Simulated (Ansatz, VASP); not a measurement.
# One calculation of Rh, two programs

The input POSCAR:

```
Rh
1.0
    0.0000000000      1.8458277050      1.8458277050
    1.8458277050      0.0000000000      1.8458277050
    1.8458277050      1.8458277050      0.0000000000
Rh
1
Direct
    0.0000000000      0.0000000000      0.0000000000
```

The input INCAR.step1:

```
PREC     = Accurate       # precision mode
ENCUT    = 440            # plane-wave cutoff, eV
EDIFF    = 1E-5           # SCF threshold, eV
ISMEAR   = 0              # smearing method
SIGMA    = 0.02           # smearing width, eV
LREAL    = False          # projectors in reciprocal space
LASPH    = True           # aspherical terms in the spheres
NELM     = 120            # most SCF steps
ALGO     = Normal         # electronic algorithm
ISIF     = 2              # what is computed and relaxed
LWAVE    = True           # write WAVECAR
LCHARG   = False          # write CHGCAR
NBANDS   = 14             # bands
GGA      = PE             # functional
GGA_COMPAT= False
```

File INCAR.step2:

```
PREC     = Accurate       # precision mode
ENCUT    = 440            # plane-wave cutoff, eV
EDIFF    = 1E-6           # SCF threshold, eV
ISMEAR   = 0              # smearing method
SIGMA    = 0.02           # smearing width, eV
LREAL    = False          # projectors in reciprocal space
LASPH    = True           # aspherical terms in the spheres
NELM     = 120            # most SCF steps
ALGO     = Normal         # electronic algorithm
ISIF     = 2              # what is computed and relaxed
LWAVE    = False          # write WAVECAR
LCHARG   = False          # write CHGCAR
METAGGA  = R2SCAN         # meta-GGA
LHFCALC  = True           # exact exchange
AEXX     = 0.25           # exact-exchange fraction
LMIXTAU  = True         
PRECFOCK = Normal       
IVDW     = 13             # dispersion correction
VDW_S6   = 1.0          
VDW_S8   = 0.8992       
VDW_A1   = 0.4778       
VDW_A2   = 5.8779       
NBANDS   = 14             # bands
ISTART   = 1            
GGA_COMPAT= False
```

Contents of KPOINTS:

```
regular mesh
0
Gamma
  9 9 9
```

Contents of input.yaml:

```yaml
crystal:
  lattice: { a: 3.69165541, b: 3.69165541, c: 3.69165541, alpha: 90.0, beta: 90.0, gamma: 90.0 }
  space_group: 225
  reduce_to_primitive: true
  atoms:
    - { symbol: Rh, wyckoff: "4a", position: [0.0, 0.0, 0.0] }
hamiltonian:
  xc: r2scan0
  pseudopotentials: { kind: nc, accuracy: standard }
  dispersion: d4
kpoints:
  mp_grid: { grid: [9, 9, 9] }
scf:
  occupations: { method: gaussian, width: 0.02 }
output:
  forces: true
  stress: true
  eigenvalues: true
  write_density: true
  write_potential: true
  elf: true
  volumetric_format: npy
```

Change from the starting cell: volume scaled by 0.92.

Alike in both runs: task single point; functional r2SCAN0; dispersion D4; k mesh 9 × 9 × 9; occupations gaussian, width 0.02 eV; no spin polarisation.

|  | VASP | Ansatz |
| --- | --- | --- |
| version | VASP 6.6.1 | Ansatz 0.2.0 |
| potentials or method | VASP PAW PBE potentials, release 64 (Rh_pv) | PseudoDojo standard (PBE files) |
| plane-wave cutoff (eV) | 440 | 1197 |
| valence electrons in the cell | 15 | 17 |

```tsv
	VASP	Ansatz	Ansatz less VASP
gap on the k mesh at the Fermi level (eV)	none	none	-
pressure (GPa)	17.3	16.4	-0.93
```

VASP's potentials were made for PBE, not for r2SCAN0. A gap of «none» marks a metal or a gap that the smearing closes. VASP's potentials hold 15 valence electrons a cell and Ansatz's 17, so a difference there can come from the potentials and not from the codes.

Noted on Ansatz's run: the meta-GGA runs on potentials made for a GGA.
